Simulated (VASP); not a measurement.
# CsBr (Pm-3m) in VASP: notebook

Aim: see how the results for CsBr move with the level of theory and the settings. Levels: PBEsol, LDA, r2SCAN. Tasks: relaxation of cell and atoms.

Program: VASP 6.6.1. These are calculated values, not measurements. Logs are shortened: lines on timing, memory, paths and dates and some standing lists are left out, and cuts for length are marked.

## Step 1: The cell of the first run

The structure is cubic, space group Pm-3m (No. 221). Conventional cell: a = 4.389 Å, b = 4.389 Å, c = 4.389 Å, α = 90.00°, β = 90.00°, γ = 90.00°. Cs (site symmetry m-3m) has 8 Br at 3.80 Å and 6 Cs at 4.39 Å within 5.0 Å. Br (site symmetry m-3m) has 8 Cs at 3.80 Å and 6 Br at 4.39 Å within 5.0 Å.

## Step 2: Relaxation of cell and atoms, PBEsol

INCAR reads:

```
  PREC = Accurate
  ENCUT = 500
  EDIFF = 1E-7
  ISMEAR = -1
  SIGMA = 0.02
  LREAL = False
  LASPH = True
  NELM = 120
  ALGO = Normal
  ISIF = 3
  LWAVE = False
  LCHARG = False
  GGA = PS
  IBRION = 2
  NSW = 80
  EDIFFG = -0.005
  GGA_COMPAT = False
  NELMIN = 4
```

KPOINTS reads:

```
Automatic mesh
0
Gamma
  6 6 6
```

POSCAR reads:

```
CsBr
1.0
    4.3893102064      0.0000000000      0.0000000000
    0.0000000000      4.3893102064      0.0000000000
    0.0000000000      0.0000000000      4.3893102064
Cs Br
1 1
Direct
    0.0000000000      0.0000000000      0.0000000000
    0.5000000000      0.5000000000      0.5000000000
```

Potentials or basis: VASP PAW PBE potentials, release 64 (Cs_sv, Br).

On the command line:

```sh
> cat potpaw_PBE.64/Cs_sv/POTCAR potpaw_PBE.64/Br/POTCAR > POTCAR
> mpirun -np 1 vasp_std > vasp.out
```

OUTCAR:

```text
PREC = Accurate
   ENCUT = 500
   EDIFF = 1E-7
   ISMEAR = -1
   LREAL = False
   LASPH = True
   NELM = 120
   ISIF = 3
   GGA = PS
   IBRION = 2
   NSW = 80
   EDIFFG = -0.005
   NELMIN = 4

 ion  position               nearest neighbor table
   1  0.000  0.000  0.000-
   2  0.500  0.500  0.500-

  LATTYP: Found a simple cubic cell.
 ALAT       =     4.3893102064

  Lattice vectors:

 A1 = (   4.3893102064,   0.0000000000,   0.0000000000)
 A2 = (   0.0000000000,   4.3893102064,   0.0000000000)
 A3 = (   0.0000000000,   0.0000000000,   4.3893102064)

Analysis of symmetry for initial positions (statically):
=====================================================================
 Subroutine PRICEL returns:
 Original cell was already a primitive cell.

 Routine SETGRP: Setting up the symmetry group for a
 simple cubic supercell.

 Subroutine GETGRP returns: Found 48 space group operations
 (whereof 48 operations were pure point group operations)
 out of a pool of 48 trial point group operations.

The static configuration has the point symmetry O_h .

Analysis of symmetry for dynamics (positions and initial velocities):
=====================================================================
 Subroutine PRICEL returns:
 Original cell was already a primitive cell.

 Routine SETGRP: Setting up the symmetry group for a
 simple cubic supercell.

 Subroutine GETGRP returns: Found 48 space group operations
 (whereof 48 operations were pure point group operations)
 out of a pool of 48 trial point group operations.

The dynamic configuration has the point symmetry O_h .

 Subroutine INISYM returns: Found 48 space group operations
 (whereof 48 operations are pure point group operations),
 and found     1 'primitive' translations

----------------------------------------------------------------------------------------

                                     Primitive cell

  volume of cell :      84.5646

  direct lattice vectors                    reciprocal lattice vectors
     4.389310206  0.000000000  0.000000000     0.227826231  0.000000000  0.000000000
     0.000000000  4.389310206  0.000000000     0.000000000  0.227826231  0.000000000
     0.000000000  0.000000000  4.389310206     0.000000000  0.000000000  0.227826231

  length of vectors
     4.389310206  4.389310206  4.389310206     0.227826231  0.227826231  0.227826231

  position of ions in fractional coordinates (direct lattice)
     0.000000000  0.000000000  0.000000000
     0.500000000  0.500000000  0.500000000

  ion indices of the primitive-cell ions
   primitive index   ion index
                 1           1
                 2           2

----------------------------------------------------------------------------------------

 KPOINTS: Automatic mesh

Automatic generation of k-mesh.
 Grid dimensions read from file:
 generate k-points for:    6    6    6

 Generating k-lattice:

  Cartesian coordinates                     Fractional coordinates (reciprocal lattice)
     0.037971038  0.000000000  0.000000000     0.166666667  0.000000000  0.000000000
     0.000000000  0.037971038  0.000000000     0.000000000  0.166666667  0.000000000
     0.000000000  0.000000000  0.037971038     0.000000000  0.000000000  0.166666667

  Length of vectors
     0.037971038  0.037971038  0.037971038

  Shift w.r.t. Gamma in fractional coordinates (k-lattice)
     0.000000000  0.000000000  0.000000000

 Subroutine IBZKPT returns following result:
 ===========================================

 Found     20 irreducible k-points:

 Following reciprocal coordinates:
            Coordinates               Weight
  0.000000  0.000000  0.000000      1.000000
  0.166667  0.000000  0.000000      6.000000
  0.333333  0.000000  0.000000      6.000000
  0.500000  0.000000  0.000000      3.000000
  0.166667  0.166667  0.000000     12.000000
  0.333333  0.166667  0.000000     24.000000
[... 12 lines left out ...]
  0.500000  0.500000  0.333333      6.000000
  0.500000  0.500000  0.500000      1.000000
   k-points           NKPTS =     20   k-points in BZ     NKDIM =     20   number of bands    NBANDS=     12
   number of dos      NEDOS =    301   number of ions     NIONS =      2
   total plane-waves  NPLWV =  32768
   dimension x,y,z NGX =    32 NGY =   32 NGZ =   32
   dimension x,y,z NGXF=    64 NGYF=   64 NGZF=   64
   ions per type =               1   1
   NGX,Y,Z   is equivalent  to a cutoff of  12.12, 12.12, 12.12 a.u.
   NGXF,Y,Z  is equivalent  to a cutoff of  24.24, 24.24, 24.24 a.u.
 SYSTEM =  unknown system
   PREC   = accura    normal or accurate (medium, high low for compatibility)
   ISTART =      0    job   : 0-new  1-cont  2-samecut
   ICHARG =      2    charge: 1-file 2-atom 10-const
   ISPIN  =      1    spin polarized calculation?
   LNONCOLLINEAR =      F non collinear calculations
   LSORBIT =      F    spin-orbit coupling
   LASPH  =      T    aspherical Exc in radial PAW
   ENCUT  =  500.0 eV  36.75 Ry    6.06 a.u.   8.00  8.00  8.00*2*pi/ulx,y,z
   NELM   =    120;   NELMIN=  4; NELMDL= -5     # of ELM steps
   EDIFF  = 0.1E-06   stopping-criterion for ELM
   LREAL  =      F    real-space projection
   EDIFFG = -.5E-02   stopping-criterion for IOM
   NSW    =     80    number of steps for IOM
   IBRION =      2    ionic relax: 0-MD 1-quasi-New 2-CG
   NFREE  =      1    steps in history (QN), initial steepest desc. (CG)
   ISIF   =      3    stress and relaxation
   ISYM   =      2    0-nonsym 1-usesym 2-fastsym
   POTIM  = 0.5000    time-step for ionic-motion
   TEBEG  =    0.0;   TEEND  =   0.0 temperature during run
   PSTRESS=    0.0 pullay stress
   NELECT =      16.0000    total number of electrons
   NUPDOWN=      -1.0000    fix difference up-down
   EMIN   =  10.00;   EMAX   =-10.00  energy-range for DOS
   EFERMI =   0.00;   METHOD = LEGACY
   ISMEAR =    -1;   SIGMA  =   0.02  broadening in eV -4-tet -1-fermi 0-gaus
   EFERMI_NEDOS =   21; number of points for ismear=-14 and -15
   IALGO  =     38    algorithm
   IMIX   =      4    mixing-type and parameters
     AMIX     =   0.40;   BMIX     =  1.00
     AMIX_MAG =   1.60;   BMIX_MAG =  1.00
  volume/ion in A,a.u.               =      42.28       285.34
  Fermi-wavevector in a.u.,A,eV,Ry     =   0.939836  1.776032 12.017903  0.883291
  Thomas-Fermi vector in A             =   2.067187
   LORBIT       =      0    0 simple, 1 ext, 2 COOP (PROOUT), +10 PAW based schemes
   GGA     = PS    functional components
   LHFCALC =     F    Hartree Fock is set to
   AEXX    =    0.0000 exact exchange contribution
   IVDW    =     0    specifies the selected vdW correction
   LEPSILON=     F    determine dielectric tensor
   LRPA    =     F    only Hartree local field effects (RPA)
 conjugate gradient relaxation of ions
 non-spin polarized calculation
  energy-cutoff  :      500.00
  volume of cell :       84.56
 maximum number of plane-waves:      2176
   NGX = 17   NGY = 17   NGZ = 17

--------------------------------------- Ionic step        1  -------------------------------------------

 number of electron      16.0000003 magnetization

 Free energy of the ion-electron system (eV)
  ---------------------------------------------------
  ext. energy  EPLUGINS =         0.00000000
  ---------------------------------------------------
  free energy    TOTEN  =        -6.31502327 eV

  energy without entropy =       -6.31502327  energy(sigma->0) =       -6.31502327

------------------------ aborting loop because EDIFF is reached ----------------------------------------

  FORCE on cell =-STRESS in cart. coord.  units (eV):
  Direction    XX          YY          ZZ          XY          YZ          ZX
  --------------------------------------------------------------------------------------
  -------------------------------------------------------------------------------------
  Total       -0.6328051     -0.6328051     -0.6328051     -0.0000000     -0.0000000     -0.0000000
  in kB      -11.9892421    -11.9892421    -11.9892421     -0.0000000     -0.0000000     -0.0000000
  external PRESSURE =     -11.9892421 kB  Pullay stress =       0.0000000 kB
[... 21 lines left out ...]
  energy  without entropy=       -6.3150232731  energy(sigma->0) =       -6.31502327

--------------------------------------- Ionic step        2  -------------------------------------------

 number of electron      16.0000001 magnetization

 E-fermi :  -0.1014     XC(G=0):  -8.1626

 val. band max:       -0.5313430906   @ k =   0.5000   0.5000   0.0000
 cond. band min:       3.6995281684   @ k =   0.0000   0.0000   0.0000
 fundamental gap:      4.2308712590
 Fermi energy:        -0.1014325861

 k-point     1 :       0.0000    0.0000    0.0000
  band No.  band energies     occupation
      1     -20.3216      2.00000
      2     -12.8872      2.00000
      3      -6.9069      2.00000
      4      -6.9069      2.00000
      5      -6.9069      2.00000
      6      -0.5403      2.00000
      7      -0.5403      2.00000
      8      -0.5403      2.00000
      9       3.6995      0.00000
     10       4.2954      0.00000
     11       4.2954      0.00000
     12       8.4910      0.00000
[... 352 lines left out ...]
  energy  without entropy=       -6.3478035013  energy(sigma->0) =       -6.34780350

--------------------------------------- Ionic step        4  -------------------------------------------

 number of electron      15.9999996 magnetization

 Free energy of the ion-electron system (eV)
  ---------------------------------------------------
  ext. energy  EPLUGINS =         0.00000000
  ---------------------------------------------------
  free energy    TOTEN  =        -6.34789438 eV

  energy without entropy =       -6.34789438  energy(sigma->0) =       -6.34789438

 E-fermi :   0.1912     XC(G=0):  -8.4033

 val. band max:       -0.2660320134   @ k =   0.0000   0.0000   0.0000
 cond. band min:       4.1587656831   @ k =   0.0000   0.0000   0.0000
 fundamental gap:      4.4247976966
 Fermi energy:         0.1911867907

 k-point     1 :       0.0000    0.0000    0.0000
  band No.  band energies     occupation
      1     -19.9888      2.00000
      2     -12.6922      2.00000
      3      -6.5521      2.00000
      4      -6.5521      2.00000
      5      -6.5521      2.00000
      6      -0.2660      2.00000
      7      -0.2660      2.00000
      8      -0.2660      2.00000
      9       4.1588      0.00000
     10       4.4929      0.00000
     11       4.4929      0.00000
     12       8.9176      0.00000
[... 312 lines left out ...]
  FREE ENERGIE OF THE ION-ELECTRON SYSTEM (eV)
  ---------------------------------------------------
  free  energy   TOTEN  =        -6.3478943805 eV

  energy  without entropy=       -6.3478943805  energy(sigma->0) =       -6.34789438

 reached required accuracy - stopping structural energy minimisation
```

Run time: 60 s. Hardware: 1 thread of Intel Xeon 8259CL, shared host; peak memory 0.19 GiB.

What came out:

```
Free energy                           : -6.3479 eV
Relaxed volume                        : 38.30 Å³/atom
Relaxed cell                          : a = 4.247 Å, b = 4.247 Å, c = 4.247 Å, α = 90.00°, β = 90.00°, γ = 90.00°
Space group after relaxing (to 0.1 Å) : Pm-3m (No. 221)
Energy gained by relaxing             : 16.4 meV/atom
Ionic steps                           : 4
Pressure after relaxing               : 0.0 GPa
Band gap on the k mesh                : 4.42 eV
```

Step by step:
```
step  energy change (eV)  largest force (eV/Å)  pressure (GPa)  volume (Å³)
   1              0.0000                0.0000           -1.20        84.56
   2             -0.0231                0.0000           -0.72        80.75
   3             -0.0328                0.0000           -0.08        77.02
   4             -0.0329                0.0000            0.01        76.60
```

Final structure:
```
Cs Br
1.0
     4.24698    0.00000    0.00000
     0.00000    4.24698    0.00000
     0.00000    0.00000    4.24698
Cs Br
1 1
Direct
  0.00000 0.00000 0.00000
  0.50000 0.50000 0.50000
```

Levels at points of the mesh, in eV from the valence-band top:
```tsv
k point	band 5	band 6	band 7	band 8	band 9	band 10	band 11	band 12
(0.00, 0.00, 0.00)	-6.29	0.00	0.00	0.00	4.42	4.76	4.76	9.18
(0.50, 0.00, 0.00)	-6.16	-1.44	-0.24	-0.24	5.83	7.33	7.75	8.17
(0.50, 0.50, 0.00)	-6.09	-0.60	-0.60	-0.01	5.15	5.39	7.18	7.18
(0.50, 0.50, 0.50)	-6.73	-1.29	-1.29	-1.29	8.39	8.39	8.39	9.17
```

Caveat: the PAW data sets were made with another functional, which shifts forces and pressure a little; spin-orbit coupling is left out, which moves the levels of the heavy elements.

[end of part 1 of 2]
